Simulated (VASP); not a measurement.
# Al3Pd (Pm-3m) in VASP: notebook

Al3Pd is run at these levels: PBEsol, LDA; tasks: single point.

Program: VASP 6.6.1. These are calculated values, not measurements. Logs are shortened: lines on timing, memory, paths and dates and some standing lists are left out, and cuts for length are marked.

### 1 The cell of the first run

Symmetry: Pm-3m, No. 221, cubic system. Conventional cell: a = 3.947 Å, b = 3.947 Å, c = 3.947 Å, α = 90.00°, β = 90.00°, γ = 90.00°. Within 3.7 Å of Pd (site symmetry m-3m) lie 12 Al at 2.79 Å. Al (site symmetry 4/mmm) has 4 Pd at 2.79 Å and 8 Al at 2.79 Å within 3.7 Å.

### 2 Single point, PBEsol

INCAR

```
SYSTEM = Al3Pd
PREC = Accurate
ENCUT = 520
EDIFF = 1E-7
ISMEAR = -1
SIGMA = 0.05
LREAL = .FALSE.
LASPH = .TRUE.
NELM = 100
ALGO = Fast
ISIF = 2
LWAVE = .FALSE.
LCHARG = .TRUE.
GGA = PS
LELF = .TRUE.
LVHAR = .TRUE.
NBANDS = 18
```

KPOINTS

```
regular mesh
0
G
  7 7 7
  0 0 0
```

POSCAR

```
Al3Pd
1.0
    3.9469100000      0.0000000000      0.0000000000
    0.0000000000      3.9469100000      0.0000000000
    0.0000000000      0.0000000000      3.9469100000
Pd Al
1 3
Direct
    0.0000000000      0.0000000000      0.0000000000
    0.5000000000      0.5000000000      0.0000000000
    0.5000000000      0.0000000000      0.5000000000
    0.0000000000      0.5000000000      0.5000000000
```

Potentials or basis: VASP PAW PBE potentials, release 64 (Pd, Al).

Run with:

```
$ cat potpaw_PBE.64/Pd/POTCAR potpaw_PBE.64/Al/POTCAR > POTCAR
$ mpirun -np 1 vasp_std > vasp.out
```

OUTCAR:

```text
SYSTEM = Al3Pd
   PREC = Accurate
   ENCUT = 520
   EDIFF = 1E-7
   ISMEAR = -1
   LREAL = .FALSE.
   LASPH = .TRUE.
   NELM = 100
   ISIF = 2
   GGA = PS

 ion  position               nearest neighbor table
   1  0.000  0.000  0.000-   2 2.79   3 2.79   4 2.79   3 2.79   4 2.79   2 2.79   4 2.79   4 2.79
                             2 2.79   3 2.79   3 2.79   2 2.79
   2  0.500  0.500  0.000-   1 2.79   3 2.79   4 2.79   3 2.79   4 2.79   1 2.79   3 2.79   3 2.79
                             1 2.79   4 2.79   4 2.79   1 2.79
   3  0.500  0.000  0.500-   1 2.79   2 2.79   4 2.79   1 2.79   2 2.79   2 2.79   4 2.79   2 2.79
                             1 2.79   4 2.79   1 2.79   4 2.79
   4  0.000  0.500  0.500-   1 2.79   2 2.79   3 2.79   1 2.79   2 2.79   1 2.79   3 2.79   1 2.79
                             2 2.79   3 2.79   2 2.79   3 2.79

  LATTYP: Found a simple cubic cell.
 ALAT       =     3.9469100000

  Lattice vectors:

 A1 = (   3.9469100000,   0.0000000000,   0.0000000000)
 A2 = (   0.0000000000,   3.9469100000,   0.0000000000)
 A3 = (   0.0000000000,   0.0000000000,   3.9469100000)

Analysis of symmetry for initial positions (statically):
=====================================================================
 Subroutine PRICEL returns:
 Original cell was already a primitive cell.

 Routine SETGRP: Setting up the symmetry group for a
 simple cubic supercell.

 Subroutine GETGRP returns: Found 48 space group operations
 (whereof 48 operations were pure point group operations)
 out of a pool of 48 trial point group operations.

The static configuration has the point symmetry O_h .

Analysis of symmetry for dynamics (positions and initial velocities):
=====================================================================
 Subroutine PRICEL returns:
 Original cell was already a primitive cell.

 Routine SETGRP: Setting up the symmetry group for a
 simple cubic supercell.

 Subroutine GETGRP returns: Found 48 space group operations
 (whereof 48 operations were pure point group operations)
 out of a pool of 48 trial point group operations.

The dynamic configuration has the point symmetry O_h .

 Subroutine INISYM returns: Found 48 space group operations
 (whereof 48 operations are pure point group operations),
 and found     1 'primitive' translations

----------------------------------------------------------------------------------------

                                     Primitive cell

  volume of cell :      61.4854

  direct lattice vectors                    reciprocal lattice vectors
     3.946910000  0.000000000  0.000000000     0.253362757  0.000000000  0.000000000
     0.000000000  3.946910000  0.000000000     0.000000000  0.253362757  0.000000000
     0.000000000  0.000000000  3.946910000     0.000000000  0.000000000  0.253362757

  length of vectors
     3.946910000  3.946910000  3.946910000     0.253362757  0.253362757  0.253362757

  position of ions in fractional coordinates (direct lattice)
     0.000000000  0.000000000  0.000000000
     0.500000000  0.500000000  0.000000000
     0.500000000  0.000000000  0.500000000
     0.000000000  0.500000000  0.500000000

  ion indices of the primitive-cell ions
   primitive index   ion index
                 1           1
                 2           2
                 3           3
                 4           4

----------------------------------------------------------------------------------------

 KPOINTS: regular mesh

Automatic generation of k-mesh.
 Grid dimensions read from file:
 generate k-points for:    7    7    7

 Generating k-lattice:

  Cartesian coordinates                     Fractional coordinates (reciprocal lattice)
     0.036194680  0.000000000  0.000000000     0.142857143  0.000000000  0.000000000
     0.000000000  0.036194680  0.000000000     0.000000000  0.142857143  0.000000000
     0.000000000  0.000000000  0.036194680     0.000000000  0.000000000  0.142857143

  Length of vectors
     0.036194680  0.036194680  0.036194680

  Shift w.r.t. Gamma in fractional coordinates (k-lattice)
     0.000000000  0.000000000  0.000000000

 Subroutine IBZKPT returns following result:
 ===========================================

 Found     20 irreducible k-points:

 Following reciprocal coordinates:
            Coordinates               Weight
  0.000000  0.000000  0.000000      1.000000
  0.142857  0.000000  0.000000      6.000000
  0.285714  0.000000  0.000000      6.000000
  0.428571  0.000000  0.000000      6.000000
  0.142857  0.142857  0.000000     12.000000
  0.285714  0.142857  0.000000     24.000000
[... 12 lines left out ...]
  0.428571  0.428571  0.285714     24.000000
  0.428571  0.428571  0.428571      8.000000
   k-points           NKPTS =     20   k-points in BZ     NKDIM =     20   number of bands    NBANDS=     18
   number of dos      NEDOS =    301   number of ions     NIONS =      4
   total plane-waves  NPLWV =  27000
   dimension x,y,z NGX =    30 NGY =   30 NGZ =   30
   dimension x,y,z NGXF=    60 NGYF=   60 NGZF=   60
   ions per type =               1   3
   NGX,Y,Z   is equivalent  to a cutoff of  12.64, 12.64, 12.64 a.u.
   NGXF,Y,Z  is equivalent  to a cutoff of  25.27, 25.27, 25.27 a.u.
 SYSTEM =  Al3Pd
   PREC   = accura    normal or accurate (medium, high low for compatibility)
   ISTART =      0    job   : 0-new  1-cont  2-samecut
   ICHARG =      2    charge: 1-file 2-atom 10-const
   ISPIN  =      1    spin polarized calculation?
   LNONCOLLINEAR =      F non collinear calculations
   LSORBIT =      F    spin-orbit coupling
   LASPH  =      T    aspherical Exc in radial PAW
   ENCUT  =  520.0 eV  38.22 Ry    6.18 a.u.   7.34  7.34  7.34*2*pi/ulx,y,z
   NELM   =    100;   NELMIN=  2; NELMDL= -5     # of ELM steps
   EDIFF  = 0.1E-06   stopping-criterion for ELM
   LREAL  =      F    real-space projection
   EDIFFG = 0.1E-05   stopping-criterion for IOM
   NSW    =      0    number of steps for IOM
   IBRION =     -1    ionic relax: 0-MD 1-quasi-New 2-CG
   NFREE  =      0    steps in history (QN), initial steepest desc. (CG)
   ISIF   =      2    stress and relaxation
   ISYM   =      2    0-nonsym 1-usesym 2-fastsym
   POTIM  = 0.5000    time-step for ionic-motion
   TEBEG  =    0.0;   TEEND  =   0.0 temperature during run
   PSTRESS=    0.0 pullay stress
   NELECT =      19.0000    total number of electrons
   NUPDOWN=      -1.0000    fix difference up-down
   EMIN   =  10.00;   EMAX   =-10.00  energy-range for DOS
   EFERMI =   0.00;   METHOD = LEGACY
   ISMEAR =    -1;   SIGMA  =   0.05  broadening in eV -4-tet -1-fermi 0-gaus
   EFERMI_NEDOS =   21; number of points for ismear=-14 and -15
   IALGO  =     68    algorithm
   IMIX   =      4    mixing-type and parameters
     AMIX     =   0.40;   BMIX     =  1.00
     AMIX_MAG =   1.60;   BMIX_MAG =  1.00
  volume/ion in A,a.u.               =      15.37       103.73
  Fermi-wavevector in a.u.,A,eV,Ry     =   1.106799  2.091547 16.667195  1.225004
  Thomas-Fermi vector in A             =   2.243305
   LORBIT       =      0    0 simple, 1 ext, 2 COOP (PROOUT), +10 PAW based schemes
   GGA     = PS    functional components
   LHFCALC =     F    Hartree Fock is set to
   AEXX    =    0.0000 exact exchange contribution
   IVDW    =     0    specifies the selected vdW correction
   LEPSILON=     F    determine dielectric tensor
   LRPA    =     F    only Hartree local field effects (RPA)
 non-spin polarized calculation
 RMM-DIIS sequential band-by-band and
  energy-cutoff  :      520.00
  volume of cell :       61.49
 maximum number of plane-waves:      1675
 NGX is ok and might be reduce to    30
   NGX = 15   NGY = 15   NGZ = 15

 number of electron      19.0000003 magnetization

 Free energy of the ion-electron system (eV)
  ---------------------------------------------------
  ext. energy  EPLUGINS =         0.00000000
  ---------------------------------------------------
  free energy    TOTEN  =       -19.60375090 eV

  energy without entropy =      -19.57943995  energy(sigma->0) =      -19.59159543

 E-fermi :   9.2518     XC(G=0): -11.1599

 val. band max:        9.2167311506   @ k =   0.2857   0.2857   0.0000
 cond. band min:       9.2590562632   @ k =   0.0000   0.0000   0.0000
 fundamental gap:      0.0423251127
 Fermi energy:         9.2517946449

 k-point     1 :       0.0000    0.0000    0.0000
  band No.  band energies     occupation
      1      -1.8548      2.00000
      2       4.1653      2.00000
      3       4.1653      2.00000
      4       5.5277      2.00000
      5       5.5277      2.00000
      6       5.5277      2.00000
[... 10 lines left out ...]
     17      16.8395      0.00000
     18      16.8395      0.00000

 k-point     2 :       0.1429    0.0000    0.0000
  band No.  band energies     occupation
      1      -1.6553      2.00000
      2       3.8726      2.00000
      3       4.2284      2.00000
      4       5.2920      2.00000
      5       5.2920      2.00000
      6       5.5424      2.00000
[... 10 lines left out ...]
     17      16.2577      0.00000
     18      16.3722      0.00000

 k-point     3 :       0.2857    0.0000    0.0000
  band No.  band energies     occupation
      1      -1.0655      2.00000
      2       2.7068      2.00000
      3       4.3792      2.00000
      4       4.9491      2.00000
      5       4.9491      2.00000
      6       5.5760      2.00000
[... 10 lines left out ...]
     17      16.7494      0.00000
     18      16.8535      0.00000

 k-point     4 :       0.4286    0.0000    0.0000
  band No.  band energies     occupation
      1      -0.1302      2.00000
      2       1.2606      2.00000
      3       4.5103      2.00000
      4       4.7493      2.00000
      5       4.7493      2.00000
      6       5.6033      2.00000
[... 291 lines left out ...]
      4       4.5000      2.00000
      5       4.8112      2.00000
      6       5.0225      2.00000
[... 10 lines left out ...]
     17      18.6897      0.00000
     18      19.1302      0.00000

 k-point    19 :       0.4286    0.4286    0.2857
  band No.  band energies     occupation
      1       1.8509      2.00000
      2       3.0813      2.00000
      3       3.0950      2.00000
      4       4.3097      2.00000
      5       5.0541      2.00000
      6       5.1563      2.00000
[... 10 lines left out ...]
     17      18.4857      0.00000
     18      20.0042      0.00000

 k-point    20 :       0.4286    0.4286    0.4286
  band No.  band energies     occupation
      1       2.4942      2.00000
      2       3.1542      2.00000
      3       3.1542      2.00000
      4       4.6970      2.00000
      5       5.0150      2.00000
      6       5.2654      2.00000
[... 10 lines left out ...]
     17      20.7569      0.00000
     18      20.7632      0.00000

------------------------ aborting loop because EDIFF is reached ----------------------------------------

  FORCE on cell =-STRESS in cart. coord.  units (eV):
  Direction    XX          YY          ZZ          XY          YZ          ZX
  --------------------------------------------------------------------------------------
  -------------------------------------------------------------------------------------
  Total       -0.6996007     -0.6996007     -0.6996007     -0.0000000     -0.0000000      0.0000000
  in kB      -18.2301042    -18.2301042    -18.2301042     -0.0000000     -0.0000000      0.0000000
  external PRESSURE =     -18.2301042 kB  Pullay stress =       0.0000000 kB

 VOLUME and BASIS-vectors are now :
 -----------------------------------------------------------------------------
  energy-cutoff  :      520.00
  volume of cell :       61.49
      direct lattice vectors                 reciprocal lattice vectors
     3.946910000  0.000000000  0.000000000     0.253362757  0.000000000  0.000000000
     0.000000000  3.946910000  0.000000000     0.000000000  0.253362757  0.000000000
     0.000000000  0.000000000  3.946910000     0.000000000  0.000000000  0.253362757

 POSITION                                       TOTAL-FORCE (eV/Angst)
 -----------------------------------------------------------------------------------
      0.00000      0.00000      0.00000         0.000000      0.000000      0.000000
      1.97345      1.97345      0.00000         0.000000      0.000000      0.000000
      1.97345      0.00000      1.97345         0.000000      0.000000      0.000000
      0.00000      1.97345      1.97345         0.000000      0.000000      0.000000
 -----------------------------------------------------------------------------------
    total drift:                               -0.000000     -0.000000      0.000000

  FREE ENERGIE OF THE ION-ELECTRON SYSTEM (eV)
  ---------------------------------------------------
  free  energy   TOTEN  =       -19.6037509040 eV

  energy  without entropy=      -19.5794399530  energy(sigma->0) =      -19.59159543
```

It took 18 s on 1 thread of Intel Xeon Platinum 8488C (Sapphire Rapids), shared host; peak memory 0.17 GiB.

Results:

| Item | Value |
| --- | --- |
| Free energy | -19.6038 eV |
| Pressure | -1.8 GPa |

Levels at points of the mesh, in eV from the Fermi level:
```tsv
k point	band 7	band 8	band 9	band 10	band 11	band 12
(0.00, 0.00, 0.00)	-2.34	-2.34	-2.34	0.01	1.76	1.76
```

Caveat: the PAW data sets were made with another functional, which shifts forces and pressure a little.

### 3 Single point, LDA

INCAR

```
SYSTEM = Al3Pd
PREC     = Accurate       ! precision mode
ENCUT    = 520            ! plane-wave cutoff, eV
EDIFF    = 1E-7           ! SCF threshold, eV
ISMEAR   = -1             ! smearing method
SIGMA    = 0.05           ! smearing width, eV
LREAL    = .False.        ! projectors in reciprocal space
LASPH    = .True.         ! aspherical terms in the spheres
NELM     = 100            ! most SCF steps
ALGO     = Normal         ! electronic algorithm
ISIF     = 2              ! what is computed and relaxed
LWAVE    = .False.        ! write WAVECAR
LCHARG   = .True.         ! write CHGCAR
GGA      = CA             ! functional
LELF     = .True.         ! ELF
LVHAR    = .True.       
NBANDS   = 18             ! bands
```

KPOINTS

```
regular mesh
0
Gamma
  7 7 7
  0 0 0
```

POSCAR is that of step 2.

Potentials or basis: VASP PAW LDA potentials, release 64 (Pd, Al).

Run with:

```
$ cat potpaw_LDA.64/Pd/POTCAR potpaw_LDA.64/Al/POTCAR > POTCAR
$ mpirun -np 1 vasp_std > vasp.out
```

It took 20 s on 1 thread of Intel Xeon 6975P-C, shared host; peak memory 0.16 GiB.

It converged, with:

| Item | Value |
| --- | --- |
| Free energy | -20.4329 eV |
| Pressure | -4.6 GPa |

Levels at points of the mesh, in eV from the Fermi level:
```
           k point  band 7  band 8  band 9  band 10  band 11  band 12
(0.00, 0.00, 0.00)   -2.32   -2.32   -2.32     0.05     1.71     1.71
```

### 4 Single point, PBEsol

This run uses another cell than the first one, of 13.29 Å³/atom, 0.865 times its volume.

INCAR

```
SYSTEM = Al3Pd
PREC = Accurate
ENCUT = 520
EDIFF = 1E-6
ISMEAR = -1
SIGMA = 0.05
LREAL = .FALSE.
LASPH = .TRUE.
NELM = 60
ALGO = Normal
ISIF = 2
LWAVE = .FALSE.
LCHARG = .TRUE.
GGA = PS
LELF = .TRUE.
LVHAR = .TRUE.
NBANDS = 18
```

KPOINTS

```
regular mesh
0
G
  7 7 7
  0 0 0
```

POSCAR

```
Al3Pd
1.0
    3.7600647008      0.0000000000      0.0000000000
    0.0000000000      3.7600647008      0.0000000000
    0.0000000000      0.0000000000      3.7600647008
Pd Al
1 3
Direct
    0.0000000000      0.0000000000      0.0000000000
    0.5000000000      0.5000000000      0.0000000000
    0.5000000000      0.0000000000      0.5000000000
    0.0000000000      0.5000000000      0.5000000000
```

Potentials or basis: VASP PAW PBE potentials, release 64 (Pd, Al).

Run with:

```
$ cat potpaw_PBE.64/Pd/POTCAR potpaw_PBE.64/Al/POTCAR > POTCAR
$ mpirun -np 1 vasp_std > vasp.out
```

Wall time 11 s (1 thread of Intel Xeon 6975P-C, shared host); peak memory 0.16 GiB.

Results (log left out):

| Quantity | Value |
| --- | --- |
| Free energy | -19.1950 eV |
| Pressure | 20.2 GPa |

Levels at points of the mesh, in eV from the Fermi level:
| k point | band 6 | band 7 | band 8 | band 9 | band 10 | band 11 | band 12 | band 13 |
| --- | --- | --- | --- | --- | --- | --- | --- | --- |
| (0.00, 0.00, 0.00) | -4.45 | -2.68 | -2.68 | -2.68 | -0.33 | 2.48 | 2.48 | 6.37 |

Caveat: the PAW data sets were made with another functional, which shifts forces and pressure a little.

### 5 Single point, PBEsol

This run uses another cell than the first one, of 14.06 Å³/atom, 0.915 times its volume.

INCAR

```
  PREC = Accurate
  ENCUT = 520
  EDIFF = 1E-7
  ISMEAR = -1
  SIGMA = 0.05
  LREAL = F
  LASPH = T
  NELM = 80
  ALGO = Normal
  ISIF = 2
  LWAVE = F
  LCHARG = F
  GGA = PS
  NBANDS = 18
```

KPOINTS

```
Automatic mesh
0
Gamma
  7 7 7
```

POSCAR

```
Al3Pd
1.0
    3.8315093008      0.0000000000      0.0000000000
    0.0000000000      3.8315093008      0.0000000000
    0.0000000000      0.0000000000      3.8315093008
Pd Al
1 3
Direct
    0.0000000000      0.0000000000      0.0000000000
    0.5000000000      0.5000000000      0.0000000000
    0.5000000000      0.0000000000      0.5000000000
    0.0000000000      0.5000000000      0.5000000000
```

Run with:

```
$ cat potpaw_PBE.64/Pd/POTCAR potpaw_PBE.64/Al/POTCAR > POTCAR
$ mpirun -np 1 vasp_std > vasp.out
```

It took 12 s on 1 thread of Intel Xeon 6975P-C, shared host; peak memory 0.16 GiB.

It converged, with:

```yaml
Free_energy: -19.4831 eV
Pressure: 10.1 GPa
```

Levels at points of the mesh, in eV from the Fermi level:
```csv
k point,band 7,band 8,band 9,band 10,band 11,band 12
"(0.00, 0.00, 0.00)",-2.54,-2.54,-2.54,-0.18,2.20,2.20
```

Caveat: the PAW data sets were made with another functional, which shifts forces and pressure a little.

### 6 Summary

| level | potentials or basis | cell | gap on the mesh (eV) | pressure (GPa) |
| --- | --- | --- | --- | --- |
| PBEsol | VASP PAW PBE potentials, release 64 (Pd, Al) | a = 3.947 Å, 4 atoms | none | -1.8 |
| LDA | VASP PAW LDA potentials, release 64 (Pd, Al) | a = 3.947 Å, 4 atoms | none | -4.6 |
| PBEsol | VASP PAW PBE potentials, release 64 (Pd, Al) | a = 3.760 Å, 4 atoms | none | 20.2 |
| PBEsol | VASP PAW PBE potentials, release 64 (Pd, Al) | a = 3.832 Å, 4 atoms | none | 10.1 |

Alike in all rows: task single point; no spin polarisation; k mesh 7 × 7 × 7; cutoff (eV) 520; smearing fermi-dirac 0.05 eV.

Caveats: the PAW data sets were made with another functional, which shifts forces and pressure a little (some runs).

Total energies depend on the potentials used, so only differences within one code and one set of settings carry meaning.
